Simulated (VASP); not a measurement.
# TiO2 (I4_1/amd) in VASP: notebook, part 2 of 2

VASP 6.6.1. Earlier steps stand in the parts before.

## 3. Single point, PBE+U

This run uses another cell than the first one, of 13.79 Å³/atom, 1.007 times its volume.

Input file INCAR:

```
SYSTEM = TiO2
ALGO     = Normal         ! electronic algorithm
EDIFF    = 1E-7           ! SCF threshold, eV
ENCUT    = 520            ! plane-wave cutoff, eV
GGA      = PE             ! functional
ISIF     = 2              ! what is computed and relaxed
ISMEAR   = 0              ! smearing method
LASPH    = .True.         ! aspherical terms in the spheres
LCHARG   = .True.         ! write CHGCAR
LDAU     = .True.         ! DFT+U
LDAUJ    = 0 0          
LDAUL    = 2 -1           ! shell
LDAUPRINT= 1            
LDAUTYPE = 2            
LDAUU    = 4 0            ! U, eV
LELF     = .True.         ! ELF
LMAXMIX  = 4              ! l up to which the mixer works
LREAL    = .False.        ! projectors in reciprocal space
LVHAR    = .True.       
LWAVE    = .False.        ! write WAVECAR
NBANDS   = 33             ! bands
NELM     = 150            ! most SCF steps
PREC     = Accurate       ! precision mode
SIGMA    = 0.05           ! smearing width, eV
```

Input file KPOINTS:

```
k-points
0
Gamma
  8 8 8
  0 0 0
```

Input file POSCAR:

```
TiO2
1.0
   -2.0041000000      2.0041000000      5.1507000000
    2.0041000000     -2.0041000000      5.1507000000
    2.0041000000      2.0041000000     -5.1507000000
Ti O
2 4
Direct
    0.0000000000      0.0000000000      0.0000000000
    0.7500000000      0.2500000000      0.5000000000
    0.2052277854      0.2052277854      0.0000000000
    0.9552277854      0.4552277854      0.5000000000
    0.5447722146      0.0447722146      0.5000000000
    0.7947722146      0.7947722146      0.0000000000
```

Potentials or basis: VASP PAW PBE potentials, release 64 (Ti_sv, O).

Launch:

```bash
> cat potpaw_PBE.64/Ti_sv/POTCAR potpaw_PBE.64/O/POTCAR > POTCAR
> mpirun -np 1 vasp_std > vasp.out
```

OUTCAR:

```text
SYSTEM = TiO2
   EDIFF = 1E-7
   ENCUT = 520
   GGA = PE
   ISIF = 2
   ISMEAR = 0
   LASPH = .True.
   LREAL = .False.
   NELM = 150
   PREC = Accurate

 ion  position               nearest neighbor table
   1  0.000  0.000  0.000-   5 2.06   4 2.06   5 2.06   4 2.06   3 2.11   6 2.11
   2  0.750  0.250  0.500-   6 2.06   3 2.06   6 2.06   3 2.06   4 2.11   5 2.11
   3  0.205  0.205  0.000-   2 2.06   2 2.06   1 2.11
   4  0.955  0.455  0.500-   1 2.06   1 2.06   2 2.11
   5  0.545  0.045  0.500-   1 2.06   1 2.06   2 2.11
   6  0.795  0.795  0.000-   2 2.06   2 2.06   1 2.11

  LATTYP: Found a body centered tetragonal cell.
 ALAT       =     4.0082000000
 C/A-ratio  =     2.5700813333

  Lattice vectors:

 A1 = (  -2.0041000000,   2.0041000000,   5.1507000000)
 A2 = (   2.0041000000,  -2.0041000000,   5.1507000000)
 A3 = (   2.0041000000,   2.0041000000,  -5.1507000000)

Analysis of symmetry for initial positions (statically):
=====================================================================
 Subroutine PRICEL returns:
 Original cell was already a primitive cell.

 Routine SETGRP: Setting up the symmetry group for a
 body centered tetragonal supercell.

 Subroutine GETGRP returns: Found 16 space group operations
 (whereof  8 operations were pure point group operations)
 out of a pool of 16 trial point group operations.

The static configuration has the point symmetry D_2d.
 The point group associated with its full space group is D_4h.

Analysis of symmetry for dynamics (positions and initial velocities):
=====================================================================
 Subroutine PRICEL returns:
 Original cell was already a primitive cell.

 Routine SETGRP: Setting up the symmetry group for a
 body centered tetragonal supercell.

 Subroutine GETGRP returns: Found 16 space group operations
 (whereof  8 operations were pure point group operations)
 out of a pool of 16 trial point group operations.

The dynamic configuration has the point symmetry D_2d.
 The point group associated with its full space group is D_4h.

 Subroutine INISYM returns: Found 16 space group operations
 (whereof  8 operations are pure point group operations),
 and found     1 'primitive' translations

[... 168 lines left out ...]
  o =  0.0887  v =  0.0000  0.0000  0.0000  0.0000  0.0000  0.0000 -0.7383  0.0000 -0.6744 -0.0000      0.0000  0.0000  0.0000  0.0000  0.0000  0.0000  0.0000  0.0000  0.0000  0.0000
  o =  0.0887  v =  0.0000  0.0000  0.0000  0.0000  0.0000  0.0000  0.6744  0.0000 -0.7383 -0.0000      0.0000  0.0000  0.0000  0.0000  0.0000  0.0000  0.0000  0.0000  0.0000  0.0000
  o =  0.0887  v =  0.0000  0.6744  0.0000 -0.7383 -0.0000  0.0000  0.0000  0.0000  0.0000  0.0000      0.0000  0.0000  0.0000  0.0000  0.0000  0.0000  0.0000  0.0000  0.0000  0.0000
  o =  0.1007  v =  0.0000  0.0000  0.0000  0.0000  0.0000  1.0000  0.0000  0.0000  0.0000  0.0000      0.0000  0.0000  0.0000  0.0000  0.0000  0.0000  0.0000  0.0000  0.0000  0.0000
  o =  0.1007  v =  1.0000  0.0000  0.0000  0.0000  0.0000  0.0000  0.0000  0.0000  0.0000  0.0000      0.0000  0.0000  0.0000  0.0000  0.0000  0.0000  0.0000  0.0000  0.0000  0.0000
  o =  0.2199  v =  0.0000  0.0000 -0.0000  0.0000 -1.0000  0.0000  0.0000  0.0000  0.0000  0.0000      0.0000  0.0000  0.0000  0.0000  0.0000  0.0000  0.0000  0.0000  0.0000  0.0000
  o =  0.2199  v =  0.0000  0.0000  0.0000  0.0000  0.0000  0.0000  0.0000 -0.0000  0.0000 -1.0000      0.0000  0.0000  0.0000  0.0000  0.0000  0.0000  0.0000  0.0000  0.0000  0.0000
  o =  0.2226  v =  0.0000  0.0000  0.0000  0.0000  0.0000  0.0000  0.0000  1.0000  0.0000 -0.0000      0.0000  0.0000  0.0000  0.0000  0.0000  0.0000  0.0000  0.0000  0.0000  0.0000
  o =  0.2226  v =  0.0000  0.0000  1.0000  0.0000 -0.0000  0.0000  0.0000  0.0000  0.0000  0.0000      0.0000  0.0000  0.0000  0.0000  0.0000  0.0000  0.0000  0.0000  0.0000  0.0000

atom =   2  type =  1  l = 2

 onsite density matrix

spin component  1

  0.1007 -0.0000  0.0000 -0.0000 -0.0000
 -0.0000  0.0887  0.0000  0.0000  0.0000
  0.0000  0.0000  0.2226 -0.0000  0.0000
 -0.0000  0.0000 -0.0000  0.0887  0.0000
 -0.0000  0.0000  0.0000  0.0000  0.2199

spin component  2

  0.1007 -0.0000  0.0000 -0.0000 -0.0000
 -0.0000  0.0887  0.0000  0.0000  0.0000
  0.0000  0.0000  0.2226 -0.0000  0.0000
 -0.0000  0.0000 -0.0000  0.0887  0.0000
 -0.0000  0.0000  0.0000  0.0000  0.2199

 occupancies and eigenvectors

  o =  0.0887  v =  0.0000 -0.9927 -0.0000  0.1209  0.0000  0.0000  0.0000  0.0000  0.0000  0.0000      0.0000  0.0000  0.0000  0.0000  0.0000  0.0000  0.0000  0.0000  0.0000  0.0000
  o =  0.0887  v =  0.0000  0.0000  0.0000  0.0000  0.0000  0.0000 -0.9927 -0.0000  0.1209  0.0000      0.0000  0.0000  0.0000  0.0000  0.0000  0.0000  0.0000  0.0000  0.0000  0.0000
  o =  0.0887  v =  0.0000  0.0000  0.0000  0.0000  0.0000  0.0000 -0.1209  0.0000 -0.9927  0.0000      0.0000  0.0000  0.0000  0.0000  0.0000  0.0000  0.0000  0.0000  0.0000  0.0000
  o =  0.0887  v =  0.0000 -0.1209  0.0000 -0.9927  0.0000  0.0000  0.0000  0.0000  0.0000  0.0000      0.0000  0.0000  0.0000  0.0000  0.0000  0.0000  0.0000  0.0000  0.0000  0.0000
  o =  0.1007  v =  1.0000  0.0000  0.0000  0.0000  0.0000  0.0000  0.0000  0.0000  0.0000  0.0000      0.0000  0.0000  0.0000  0.0000  0.0000  0.0000  0.0000  0.0000  0.0000  0.0000
  o =  0.1007  v =  0.0000  0.0000  0.0000  0.0000  0.0000  1.0000  0.0000  0.0000  0.0000  0.0000      0.0000  0.0000  0.0000  0.0000  0.0000  0.0000  0.0000  0.0000  0.0000  0.0000
  o =  0.2199  v =  0.0000 -0.0000 -0.0000 -0.0000 -1.0000  0.0000  0.0000  0.0000  0.0000  0.0000      0.0000  0.0000  0.0000  0.0000  0.0000  0.0000  0.0000  0.0000  0.0000  0.0000
  o =  0.2199  v =  0.0000  0.0000  0.0000  0.0000  0.0000  0.0000 -0.0000 -0.0000 -0.0000 -1.0000      0.0000  0.0000  0.0000  0.0000  0.0000  0.0000  0.0000  0.0000  0.0000  0.0000
  o =  0.2226  v =  0.0000  0.0000  0.0000  0.0000  0.0000  0.0000  0.0000 -1.0000 -0.0000  0.0000      0.0000  0.0000  0.0000  0.0000  0.0000  0.0000  0.0000  0.0000  0.0000  0.0000
  o =  0.2226  v =  0.0000  0.0000 -1.0000 -0.0000  0.0000  0.0000  0.0000  0.0000  0.0000  0.0000      0.0000  0.0000  0.0000  0.0000  0.0000  0.0000  0.0000  0.0000  0.0000  0.0000

 number of electron      48.0000000 magnetization

 Free energy of the ion-electron system (eV)
  ---------------------------------------------------
  ext. energy  EPLUGINS =         0.00000000
  ---------------------------------------------------
  free energy    TOTEN  =       -47.84781104 eV

  energy without entropy =      -47.84781104  energy(sigma->0) =      -47.84781104

 E-fermi :   2.3631     XC(G=0):  -9.7881

 val. band max:        2.0147909066   @ k =  -0.3750   0.3750   0.0000
 cond. band min:       4.2448217362   @ k =   0.0000   0.0000   0.0000
 fundamental gap:      2.2300308297
 Fermi energy:         2.3630802038

 k-point     1 :       0.0000    0.0000    0.0000
  band No.  band energies     occupation
      1     -56.1974      2.00000
      2     -56.1766      2.00000
      3     -32.3974      2.00000
      4     -32.2846      2.00000
      5     -32.2846      2.00000
      6     -32.2558      2.00000
[... 853 lines left out ...]
     32       7.1122      0.00000
     33       7.5749      0.00000

 [... further k-points ...]
[... 5 lines left out ...]
  --------------------------------------------------------------------------------------
  -------------------------------------------------------------------------------------
  Total       -9.6400577     -9.6400577    -10.9342222      0.0000000      0.0000000      0.0000000
  in kB     -186.6487956   -186.6487956   -211.7061414      0.0000000      0.0000000      0.0000000
  external PRESSURE =    -195.0012442 kB  Pullay stress =       0.0000000 kB

 VOLUME and BASIS-vectors are now :
 -----------------------------------------------------------------------------
  energy-cutoff  :      520.00
  volume of cell :       82.75
      direct lattice vectors                 reciprocal lattice vectors
    -2.004100000  2.004100000  5.150700000     0.000000000  0.249488548  0.097074184
     2.004100000 -2.004100000  5.150700000     0.249488548  0.000000000  0.097074184
     2.004100000  2.004100000 -5.150700000     0.249488548  0.249488548  0.000000000

 POSITION                                       TOTAL-FORCE (eV/Angst)
 -----------------------------------------------------------------------------------
      0.00000      0.00000      0.00000         0.000000      0.000000     -0.000000
      0.00000      2.00410      2.57535         0.000000      0.000000     -0.000000
      0.00000      0.00000      2.11413         0.000000     -0.000000     -0.556495
      0.00000      2.00410      4.68948        -0.000000      0.000000     -0.556495
      0.00000      2.00410      0.46122        -0.000000      0.000000      0.556495
      0.00000      0.00000      8.18727         0.000000     -0.000000      0.556495
 -----------------------------------------------------------------------------------
    total drift:                                0.000000      0.000000     -0.000000

  FREE ENERGIE OF THE ION-ELECTRON SYSTEM (eV)
  ---------------------------------------------------
  free  energy   TOTEN  =       -47.8478110366 eV

  energy  without entropy=      -47.8478110366  energy(sigma->0) =      -47.84781104
```

It took 12 min on 1 thread of Oxide Virtual Turin-like, shared host; peak memory 0.35 GiB.

What came out:

```yaml
Free_energy: -47.8478 eV
Pressure: -19.5 GPa
Largest_force: 0.556 eV/Å
Band_gap_on_the_k_mesh: 2.23 eV, indirect (least direct gap 2.47 eV)
```

Forces on the atoms (eV/Å):
```
Ti   0.000  0.000  0.000
Ti   0.000  0.000  0.000
O    0.000  0.000 -0.556
O    0.000  0.000 -0.556
O    0.000  0.000  0.556
O    0.000  0.000  0.556
```

Stress tensor (GPa, compression positive):
```
-18.66   0.00   0.00
  0.00 -18.66   0.00
  0.00   0.00 -21.17
```

Eigenvalues of the final occupation matrices:
| site | spin | trace | eigenvalues |
| --- | --- | --- | --- |
| site 1 d | 1 | 0.72 | 0.09 0.09 0.10 0.22 0.22 |
| site 1 d | 2 | 0.72 | 0.09 0.09 0.10 0.22 0.22 |
| site 2 d | 1 | 0.72 | 0.09 0.09 0.10 0.22 0.22 |
| site 2 d | 2 | 0.72 | 0.09 0.09 0.10 0.22 0.22 |

## 4. Single point, PBE+U

This run uses another cell than the first one, of 14.14 Å³/atom, 1.033 times its volume.

Input file INCAR:

```
SYSTEM = TiO2
ALGO = Normal ; EDIFF = 1E-7
ENCUT = 520 ; GGA = PE
ISIF = 2 ; ISMEAR = 0
LASPH = .TRUE. ; LCHARG = .TRUE.
LDAU = .TRUE. ; LDAUJ = 0 0
LDAUL = 2 -1 ; LDAUPRINT = 1
LDAUTYPE = 2 ; LDAUU = 4 0
LELF = .TRUE. ; LMAXMIX = 4
LREAL = .FALSE. ; LVHAR = .TRUE.
LWAVE = .FALSE. ; NBANDS = 33
NELM = 150 ; PREC = Accurate
SIGMA = 0.05
```

Input file KPOINTS:

```
k-points
0
G
  8 8 8
  0 0 0
```

Edit POSCAR of step 3 so:

```diff
@@ -2,5 +2,5 @@
 1.0
-   -2.0041000000      2.0041000000      5.1507000000
-    2.0041000000     -2.0041000000      5.1507000000
-    2.0041000000      2.0041000000     -5.1507000000
+   -2.0041000000      2.0041000000      5.2811000000
+    2.0041000000     -2.0041000000      5.2811000000
+    2.0041000000      2.0041000000     -5.2811000000
 Ti O
```

Launch:

```bash
> cat potpaw_PBE.64/Ti_sv/POTCAR potpaw_PBE.64/O/POTCAR > POTCAR
> mpirun -np 1 vasp_std > vasp.out
```

It took 13 min on 1 thread of Oxide Virtual Turin-like, shared host; peak memory 0.35 GiB.

Results (log left out):

* Free energy: -47.5469 eV
* Pressure: -22.0 GPa
* Largest force: 0.695 eV/Å
* Band gap on the k mesh: 2.15 eV, indirect (least direct gap 2.41 eV)

Forces on the atoms (eV/Å):
```
Ti   0.000  0.000  0.000
Ti   0.000  0.000  0.000
O    0.000  0.000 -0.695
O    0.000  0.000 -0.695
O    0.000  0.000  0.695
O    0.000  0.000  0.695
```

Stress tensor (GPa, compression positive):
```
-20.54   0.00   0.00
  0.00 -20.54   0.00
  0.00   0.00 -24.97
```

Levels at points of the mesh, in eV from the valence-band top:
| k point | band 22 | band 23 | band 24 | band 25 | band 26 | band 27 |
| --- | --- | --- | --- | --- | --- | --- |
| (0.00, 0.00, 0.00) | -0.85 | -0.29 | -0.29 | 2.15 | 2.57 | 3.45 |
| (0.50, 0.00, 0.00) | -1.13 | -0.70 | -0.63 | 2.93 | 2.97 | 3.07 |
| (0.50, 0.50, 0.00) | -1.70 | -0.05 | -0.05 | 2.83 | 2.83 | 3.17 |
| (0.50, 0.50, 0.50) | -1.32 | -0.13 | -0.13 | 2.36 | 2.36 | 3.29 |

Eigenvalues of the final occupation matrices:
```tsv
site	spin	trace	eigenvalues
site 1 d	1	0.71	0.09 0.09 0.10 0.21 0.22
site 1 d	2	0.71	0.09 0.09 0.10 0.21 0.22
site 2 d	1	0.71	0.09 0.09 0.10 0.21 0.22
site 2 d	2	0.71	0.09 0.09 0.10 0.21 0.22
```

## 5. Overview

| cell | gap on the mesh (eV) | pressure (GPa) | largest force (eV/Å) |
| --- | --- | --- | --- |
| a = 5.972 Å, angles 141.4, 141.4, 55.7°, 6 atoms | 2.25 | -18.5 | 0.66 |
| a = 5.879 Å, angles 140.1, 140.1, 57.6°, 6 atoms | 2.23 | -19.5 | 0.56 |
| a = 5.994 Å, angles 140.9, 140.9, 56.4°, 6 atoms | 2.15 | -22.0 | 0.69 |

Alike in all rows: task single point; level PBE+U; potentials or basis VASP PAW PBE potentials, release 64 (Ti_sv, O); no spin polarisation; Ti d U = 4.0 eV; k mesh 8 × 8 × 8; cutoff (eV) 520; smearing gaussian 0.05 eV.

Total energies depend on the potentials used, so only differences within one code and one set of settings carry meaning.
